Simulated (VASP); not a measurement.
# NaF (I4/mmm) in VASP: further runs

The runs below take NaF through single point, with PBEsol.

Everything below comes from runs of VASP 6.6.1. Logs are shortened: lines on timing, memory, paths and dates and some standing lists are left out, and cuts for length are marked.

**1. The cell of the first run**

The structure is tetragonal, space group I4/mmm (No. 139). Conventional cell: a = 3.204 Å, b = 3.204 Å, c = 4.879 Å, α = 90.00°, β = 90.00°, γ = 90.00°. Na (site symmetry 4/mmm) has 6 F at 2.27 to 2.44 Å within 3.0 Å. Within 3.0 Å of F (site symmetry 4/mmm) lie 6 Na at 2.27 to 2.44 Å.

**2. Single point, PBEsol (strain -0.025 along x and y, +0.050 along z)**

INCAR

```
ALGO = Normal
EDIFF = 1E-6
ENCUT = 520
GGA = PS
ISIF = 2
ISMEAR = 0
LASPH = T
LCHARG = F
LREAL = F
LWAVE = F
NBANDS = 14
NELM = 60
PREC = Accurate
SIGMA = 0.05
```

KPOINTS

```
k-points
0
Gamma
  8 8 8
```

POSCAR

```
NaF
1.0
    0.0000000000      2.2652175000      2.4394650000
    2.2652175000      0.0000000000      2.4394650000
    2.2652175000      2.2652175000      0.0000000000
Na F
1 1
Direct
    0.0000000000      0.0000000000      0.0000000000
    0.5000000000      0.5000000000      0.5000000000
```

Potentials or basis: VASP PAW PBE potentials, release 64 (Na_pv, F).

Started as:

```sh
cat potpaw_PBE.64/Na_pv/POTCAR potpaw_PBE.64/F/POTCAR > POTCAR
mpirun -np 1 vasp_std > vasp.out
```

OUTCAR:

```text
EDIFF = 1E-6
   ENCUT = 520
   GGA = PS
   ISIF = 2
   ISMEAR = 0
   LASPH = T
   LREAL = F
   NELM = 60
   PREC = Accurate

 ion  position               nearest neighbor table
   1  0.000  0.000  0.000-   2 2.27   2 2.27   2 2.27   2 2.27
   2  0.500  0.500  0.500-   1 2.27   1 2.27   1 2.27   1 2.27

  LATTYP: Found a body centered tetragonal cell.
 ALAT       =     3.2035013102
 C/A-ratio  =     1.5229992210

  Lattice vectors:

 A1 = (  -2.2652175000,   0.0000000000,   2.4394650000)
 A2 = (   2.2652175000,   0.0000000000,   2.4394650000)
 A3 = (   0.0000000000,   2.2652175000,  -2.4394650000)

Analysis of symmetry for initial positions (statically):
=====================================================================
 Subroutine PRICEL returns:
 Original cell was already a primitive cell.

 Routine SETGRP: Setting up the symmetry group for a
 body centered tetragonal supercell.

 Subroutine GETGRP returns: Found 16 space group operations
 (whereof 16 operations were pure point group operations)
 out of a pool of 16 trial point group operations.

The static configuration has the point symmetry D_4h.

Analysis of symmetry for dynamics (positions and initial velocities):
=====================================================================
 Subroutine PRICEL returns:
 Original cell was already a primitive cell.

 Routine SETGRP: Setting up the symmetry group for a
 body centered tetragonal supercell.

 Subroutine GETGRP returns: Found 16 space group operations
 (whereof 16 operations were pure point group operations)
 out of a pool of 16 trial point group operations.

The dynamic configuration has the point symmetry D_4h.

 Subroutine INISYM returns: Found 16 space group operations
 (whereof 16 operations are pure point group operations),
 and found     1 'primitive' translations

----------------------------------------------------------------------------------------

                                     Primitive cell

  volume of cell :      25.0348

  direct lattice vectors                    reciprocal lattice vectors
     0.000000000  2.265217500  2.439465000    -0.220729356  0.220729356  0.204962973
     2.265217500  0.000000000  2.439465000     0.220729356 -0.220729356  0.204962973
     2.265217500  2.265217500  0.000000000     0.220729356  0.220729356 -0.204962973

  length of vectors
     3.328993813  3.328993813  3.203501310     0.373433686  0.373433686  0.373433686

  position of ions in fractional coordinates (direct lattice)
     0.000000000  0.000000000  0.000000000
     0.500000000  0.500000000  0.500000000

  ion indices of the primitive-cell ions
   primitive index   ion index
                 1           1
                 2           2

----------------------------------------------------------------------------------------

 KPOINTS: k-points

Automatic generation of k-mesh.
 Grid dimensions read from file:
 generate k-points for:    8    8    8

 Generating k-lattice:

  Cartesian coordinates                     Fractional coordinates (reciprocal lattice)
    -0.027591170  0.027591170  0.025620372     0.125000000  0.000000000  0.000000000
     0.027591170 -0.027591170  0.025620372     0.000000000  0.125000000  0.000000000
     0.027591170  0.027591170 -0.025620372     0.000000000  0.000000000  0.125000000

  Length of vectors
     0.046679211  0.046679211  0.046679211

  Shift w.r.t. Gamma in fractional coordinates (k-lattice)
     0.000000000  0.000000000  0.000000000

 Subroutine IBZKPT returns following result:
 ===========================================

 Found     59 irreducible k-points:

 Following reciprocal coordinates:
            Coordinates               Weight
  0.000000  0.000000  0.000000      1.000000
  0.125000  0.000000  0.000000      8.000000
  0.250000  0.000000  0.000000      8.000000
  0.375000  0.000000  0.000000      8.000000
  0.500000  0.000000  0.000000      4.000000
  0.125000  0.125000  0.000000      2.000000
[... 16 lines left out ...]
  0.250000  0.000000  0.125000     16.000000
  0.375000  0.000000  0.125000     16.000000
 [... further k-points ...]
   k-points           NKPTS =     59   k-points in BZ     NKDIM =     59   number of bands    NBANDS=     14
   number of dos      NEDOS =    301   number of ions     NIONS =      2
   total plane-waves  NPLWV =  18816
   dimension x,y,z NGX =    28 NGY =   28 NGZ =   24
   dimension x,y,z NGXF=    56 NGYF=   56 NGZF=   48
   ions per type =               1   1
   NGX,Y,Z   is equivalent  to a cutoff of  13.98, 13.98, 12.45 a.u.
   NGXF,Y,Z  is equivalent  to a cutoff of  27.97, 27.97, 24.91 a.u.
 SYSTEM =  unknown system
   PREC   = accura    normal or accurate (medium, high low for compatibility)
   ISTART =      0    job   : 0-new  1-cont  2-samecut
   ICHARG =      2    charge: 1-file 2-atom 10-const
   ISPIN  =      1    spin polarized calculation?
   LNONCOLLINEAR =      F non collinear calculations
   LSORBIT =      F    spin-orbit coupling
   LASPH  =      T    aspherical Exc in radial PAW
   ENCUT  =  520.0 eV  38.22 Ry    6.18 a.u.   6.19  6.19  5.96*2*pi/ulx,y,z
   NELM   =     60;   NELMIN=  2; NELMDL= -5     # of ELM steps
   EDIFF  = 0.1E-05   stopping-criterion for ELM
   LREAL  =      F    real-space projection
   EDIFFG = 0.1E-04   stopping-criterion for IOM
   NSW    =      0    number of steps for IOM
   IBRION =     -1    ionic relax: 0-MD 1-quasi-New 2-CG
   NFREE  =      0    steps in history (QN), initial steepest desc. (CG)
   ISIF   =      2    stress and relaxation
   ISYM   =      2    0-nonsym 1-usesym 2-fastsym
   POTIM  = 0.5000    time-step for ionic-motion
   TEBEG  =    0.0;   TEEND  =   0.0 temperature during run
   PSTRESS=    0.0 pullay stress
   NELECT =      14.0000    total number of electrons
   NUPDOWN=      -1.0000    fix difference up-down
   EMIN   =  10.00;   EMAX   =-10.00  energy-range for DOS
   EFERMI =   0.00;   METHOD = LEGACY
   ISMEAR =     0;   SIGMA  =   0.05  broadening in eV -4-tet -1-fermi 0-gaus
   EFERMI_NEDOS =   21; number of points for ismear=-14 and -15
   IALGO  =     38    algorithm
   IMIX   =      4    mixing-type and parameters
     AMIX     =   0.40;   BMIX     =  1.00
     AMIX_MAG =   1.60;   BMIX_MAG =  1.00
  volume/ion in A,a.u.               =      12.52        84.47
  Fermi-wavevector in a.u.,A,eV,Ry     =   1.348764  2.548795 24.751242  1.819165
  Thomas-Fermi vector in A             =   2.476406
   LORBIT       =      0    0 simple, 1 ext, 2 COOP (PROOUT), +10 PAW based schemes
   GGA     = PS    functional components
   LHFCALC =     F    Hartree Fock is set to
   AEXX    =    0.0000 exact exchange contribution
   IVDW    =     0    specifies the selected vdW correction
   LEPSILON=     F    determine dielectric tensor
   LRPA    =     F    only Hartree local field effects (RPA)
 non-spin polarized calculation
 Gauss-broadening in eV      SIGMA  =   0.05
  energy-cutoff  :      520.00
  volume of cell :       25.03
 maximum number of plane-waves:       688
 NGX is ok and might be reduce to    28
   NGX = 13   NGY = 13   NGZ = 11

 number of electron      14.0000003 magnetization

 Free energy of the ion-electron system (eV)
  ---------------------------------------------------
  ext. energy  EPLUGINS =         0.00000000
  ---------------------------------------------------
  free energy    TOTEN  =        -8.74821454 eV

  energy without entropy =       -8.74821454  energy(sigma->0) =       -8.74821454

 E-fermi :  -1.8775     XC(G=0):  -9.2941

 val. band max:       -2.2045057554   @ k =   0.0000   0.0000   0.0000
 cond. band min:       3.9162134735   @ k =   0.0000   0.0000   0.0000
 fundamental gap:      6.1207192289
 Fermi energy:        -1.8774881816

 k-point     1 :       0.0000    0.0000    0.0000
  band No.  band energies     occupation
      1     -21.2565      2.00000
      2     -20.9928      2.00000
      3     -20.9658      2.00000
      4     -20.9658      2.00000
      5      -2.2076      2.00000
      6      -2.2045      2.00000
      7      -2.2045      2.00000
      8       3.9162      0.00000
      9      16.2836      0.00000
     10      16.8294      0.00000
     11      16.8294      0.00000
     12      19.3264      0.00000
     13      20.6463      0.00000
     14      22.7356      0.00000

 k-point     2 :       0.1250    0.0000    0.0000
  band No.  band energies     occupation
      1     -21.4521      2.00000
      2     -20.9920      2.00000
      3     -20.9661      2.00000
      4     -20.7540      2.00000
      5      -2.5061      2.00000
      6      -2.2502      2.00000
      7      -2.2386      2.00000
      8       4.4634      0.00000
      9      14.8566      0.00000
     10      16.6493      0.00000
     11      17.0957      0.00000
     12      20.1342      0.00000
     13      21.2639      0.00000
     14      22.0336      0.00000

 k-point     3 :       0.2500    0.0000    0.0000
  band No.  band energies     occupation
      1     -21.6836      2.00000
      2     -20.9998      2.00000
      3     -20.9669      2.00000
      4     -20.4702      2.00000
      5      -3.1146      2.00000
      6      -2.3534      2.00000
      7      -2.3201      2.00000
      8       5.7782      0.00000
      9      12.7457      0.00000
     10      17.0157      0.00000
     11      17.7440      0.00000
     12      19.6394      0.00000
     13      21.1904      0.00000
     14      21.9847      0.00000
[... 324 lines left out ...]
 k-point    23 :       0.2500    0.0000    0.1250
  band No.  band energies     occupation
      1     -21.6472      2.00000
      2     -21.0055      2.00000
      3     -20.9807      2.00000
      4     -20.4947      2.00000
      5      -3.0065      2.00000
      6      -2.3724      2.00000
      7      -2.3565      2.00000
      8       5.7079      0.00000
      9      13.0266      0.00000
     10      16.7780      0.00000
     11      17.0628      0.00000
     12      19.0665      0.00000
     13      21.5736      0.00000
     14      23.7268      0.00000

 k-point    24 :       0.3750    0.0000    0.1250
  band No.  band energies     occupation
      1     -21.7696      2.00000
      2     -21.0128      2.00000
      3     -20.9810      2.00000
      4     -20.3306      2.00000
      5      -3.4629      2.00000
      6      -2.4782      2.00000
      7      -2.4589      2.00000
      8       7.2009      0.00000
      9      11.4611      0.00000
     10      16.7910      0.00000
     11      17.2936      0.00000
     12      18.8002      0.00000
     13      21.3017      0.00000
     14      23.7050      0.00000

 [... further k-points ...]
[... 5 lines left out ...]
  --------------------------------------------------------------------------------------
  -------------------------------------------------------------------------------------
  Total        0.2844903      0.2844903     -0.5196122      0.0000000      0.0000000     -0.0000000
  in kB       18.2068040     18.2068040    -33.2541250      0.0000000      0.0000000     -0.0000000
  external PRESSURE =       1.0531610 kB  Pullay stress =       0.0000000 kB

 VOLUME and BASIS-vectors are now :
 -----------------------------------------------------------------------------
  energy-cutoff  :      520.00
  volume of cell :       25.03
      direct lattice vectors                 reciprocal lattice vectors
     0.000000000  2.265217500  2.439465000    -0.220729356  0.220729356  0.204962973
     2.265217500  0.000000000  2.439465000     0.220729356 -0.220729356  0.204962973
     2.265217500  2.265217500  0.000000000     0.220729356  0.220729356 -0.204962973

 POSITION                                       TOTAL-FORCE (eV/Angst)
 -----------------------------------------------------------------------------------
      0.00000      0.00000      0.00000        -0.000000     -0.000000     -0.000000
      2.26522      2.26522      2.43947         0.000000      0.000000      0.000000
 -----------------------------------------------------------------------------------
    total drift:                                0.000000      0.000000      0.000000

  FREE ENERGIE OF THE ION-ELECTRON SYSTEM (eV)
  ---------------------------------------------------
  free  energy   TOTEN  =        -8.7482145388 eV

  energy  without entropy=       -8.7482145388  energy(sigma->0) =       -8.74821454
```

It took 13 s on 1 thread of Intel Xeon Platinum 8375C at 2.90GHz (Ice Lake), shared host; peak memory 0.15 GiB.

Results:

```
Free energy            : -8.7482 eV
Pressure               : 0.1 GPa
Band gap on the k mesh : 6.12 eV, direct
```

Stress tensor (GPa, compression positive):
```
 1.82  0.00  0.00
 0.00  1.82  0.00
 0.00  0.00 -3.33
```

Caveat: the cell differs from its parent crystal (strain -0.025 along x and y, +0.050 along z); the PAW data sets were made with another functional, which shifts forces and pressure a little.

**3. Single point, PBEsol (strain +0.000 along x and y, -0.025 along z)**

INCAR

```
SYSTEM = NaF
PREC = Accurate
ENCUT = 520
EDIFF = 1E-6
ISMEAR = 0
SIGMA = 0.05
LREAL = .False.
LASPH = .True.
NELM = 80
ALGO = Normal
ISIF = 2
LWAVE = .False.
LCHARG = .False.
GGA = PS
NBANDS = 14
```

KPOINTS

```
Automatic mesh
0
Gamma
  8 8 8
  0 0 0
```

POSCAR

```
NaF
1.0
    0.0000000000      2.3233000000      2.2652175000
    2.3233000000      0.0000000000      2.2652175000
    2.3233000000      2.3233000000      0.0000000000
Na F
1 1
Direct
    0.0000000000      0.0000000000      0.0000000000
    0.5000000000      0.5000000000      0.5000000000
```

Potentials or basis: VASP PAW PBE potentials, release 64 (Na_pv, F).

Started as:

```sh
cat potpaw_PBE.64/Na_pv/POTCAR potpaw_PBE.64/F/POTCAR > POTCAR
mpirun -np 1 vasp_std > vasp.out
```

Run time: 21 s. Hardware: 1 thread of AMD EPYC 7R43 (Zen 3), shared host; peak memory 0.1 GiB.

It converged, with:

| Property | Result |
| --- | --- |
| Free energy | -8.7644 eV |
| Pressure | 0.7 GPa |
| Band gap on the k mesh | 6.25 eV, direct |

Stress tensor (GPa, compression positive):
```
-0.07  0.00  0.00
 0.00 -0.07  0.00
 0.00  0.00  2.31
```

Levels at points of the mesh, in eV from the valence-band top:
```csv
k point,band 3,band 4,band 5,band 6,band 7,band 8,band 9,band 10,band 11,band 12
"(0.00, 0.00, 0.00)",-18.72,-18.71,0.00,0.00,0.00,6.25,18.91,18.91,19.09,21.69
"(0.50, 0.00, 0.00)",-18.72,-17.96,-1.66,-0.28,-0.26,10.71,12.48,19.93,20.42,22.83
"(0.50, 0.50, 0.00)",-18.78,-18.78,-1.29,-0.45,-0.45,12.99,13.35,13.77,19.66,19.66
"(0.50, 0.00, 0.50)",-18.77,-18.77,-1.34,-0.42,-0.39,13.00,13.24,13.66,19.85,20.09
```

Caveat: the cell differs from its parent crystal (strain +0.000 along x and y, -0.025 along z); the PAW data sets were made with another functional, which shifts forces and pressure a little.

**4. Single point, PBEsol (strain -0.025 along x and y, +0.025 along z)**

INCAR

```
ALGO     = Normal         # electronic algorithm
EDIFF    = 1E-7           # SCF threshold, eV
ENCUT    = 520            # plane-wave cutoff, eV
GGA      = PS             # functional
ISIF     = 2              # what is computed and relaxed
ISMEAR   = 0              # smearing method
LASPH    = T              # aspherical terms in the spheres
LCHARG   = T              # write CHGCAR
LELF     = T              # ELF
LREAL    = F              # projectors in reciprocal space
LVHAR    = T            
LWAVE    = F              # write WAVECAR
NBANDS   = 14             # bands
NELM     = 80             # most SCF steps
PREC     = Accurate       # precision mode
SIGMA    = 0.05           # smearing width, eV
```

KPOINTS

```
k-points
0
Gamma
  8 8 8
```

POSCAR

```
NaF
1.0
    0.0000000000      2.2652175000      2.3813825000
    2.2652175000      0.0000000000      2.3813825000
    2.2652175000      2.2652175000      0.0000000000
Na F
1 1
Direct
    0.0000000000      0.0000000000      0.0000000000
    0.5000000000      0.5000000000      0.5000000000
```

Potentials or basis: VASP PAW PBE potentials, release 64 (Na_pv, F).

Started as:

```sh
cat potpaw_PBE.64/Na_pv/POTCAR potpaw_PBE.64/F/POTCAR > POTCAR
mpirun -np 1 vasp_std > vasp.out
```

OUTCAR:

```text
EDIFF = 1E-7
   ENCUT = 520
   GGA = PS
   ISIF = 2
   ISMEAR = 0
   LASPH = T
   LREAL = F
   NELM = 80
   PREC = Accurate

 ion  position               nearest neighbor table
   1  0.000  0.000  0.000-   2 2.27   2 2.27   2 2.27   2 2.27
   2  0.500  0.500  0.500-   1 2.27   1 2.27   1 2.27   1 2.27

  LATTYP: Found a body centered tetragonal cell.
 ALAT       =     3.2035013102
 C/A-ratio  =     1.4867373348

  Lattice vectors:

 A1 = (  -2.2652175000,   0.0000000000,   2.3813825000)
[... 585 lines left out ...]
      9      11.7443      0.00000
     10      17.1710      0.00000
     11      17.5936      0.00000
     12      19.1166      0.00000
     13      21.8071      0.00000
     14      24.0636      0.00000

 [... further k-points ...]
[... 5 lines left out ...]
  --------------------------------------------------------------------------------------
  -------------------------------------------------------------------------------------
  Total        0.3722093      0.3722093     -0.2574691      0.0000000     -0.0000000     -0.0000000
  in kB       24.4016324     24.4016324    -16.8793910      0.0000000     -0.0000000     -0.0000000
  external PRESSURE =      10.6412913 kB  Pullay stress =       0.0000000 kB

 VOLUME and BASIS-vectors are now :
 -----------------------------------------------------------------------------
  energy-cutoff  :      520.00
  volume of cell :       24.44
      direct lattice vectors                 reciprocal lattice vectors
     0.000000000  2.265217500  2.381382500    -0.220729356  0.220729356  0.209962070
     2.265217500  0.000000000  2.381382500     0.220729356 -0.220729356  0.209962070
     2.265217500  2.265217500  0.000000000     0.220729356  0.220729356 -0.209962070

 POSITION                                       TOTAL-FORCE (eV/Angst)
 -----------------------------------------------------------------------------------
      0.00000      0.00000      0.00000        -0.000000      0.000000      0.000000
      2.26522      2.26522      2.38138         0.000000     -0.000000      0.000000
 -----------------------------------------------------------------------------------
    total drift:                                0.000000     -0.000000      0.000000

  FREE ENERGIE OF THE ION-ELECTRON SYSTEM (eV)
  ---------------------------------------------------
  free  energy   TOTEN  =        -8.7565758388 eV

  energy  without entropy=       -8.7565758388  energy(sigma->0) =       -8.75657584
```

It took 19 s on 1 thread of AMD EPYC 7R43 (Zen 3), shared host; peak memory 0.11 GiB.

Results:

```
Free energy            : -8.7566 eV
Pressure               : 1.1 GPa
Band gap on the k mesh : 6.25 eV, direct
```

Stress tensor (GPa, compression positive):
```
 2.44  0.00  0.00
 0.00  2.44  0.00
 0.00  0.00 -1.69
```

Levels at points of the mesh, in eV from the valence-band top:
```tsv
k point	band 3	band 4	band 5	band 6	band 7	band 8	band 9	band 10	band 11	band 12
(0.00, 0.00, 0.00)	-18.70	-18.70	0.00	0.00	0.00	6.25	18.74	19.12	19.12	21.72
(0.50, 0.00, 0.00)	-18.71	-17.94	-1.66	-0.29	-0.25	10.71	12.48	19.73	20.67	22.62
(0.50, 0.50, 0.00)	-18.75	-18.75	-1.38	-0.36	-0.36	12.68	13.48	13.59	20.28	20.28
(0.50, 0.00, 0.50)	-18.78	-18.77	-1.30	-0.49	-0.41	13.01	13.35	13.77	19.44	19.94
```

Caveat: the cell differs from its parent crystal (strain -0.025 along x and y, +0.025 along z); the PAW data sets were made with another functional, which shifts forces and pressure a little.

(Part 1 of 2 ends here.)
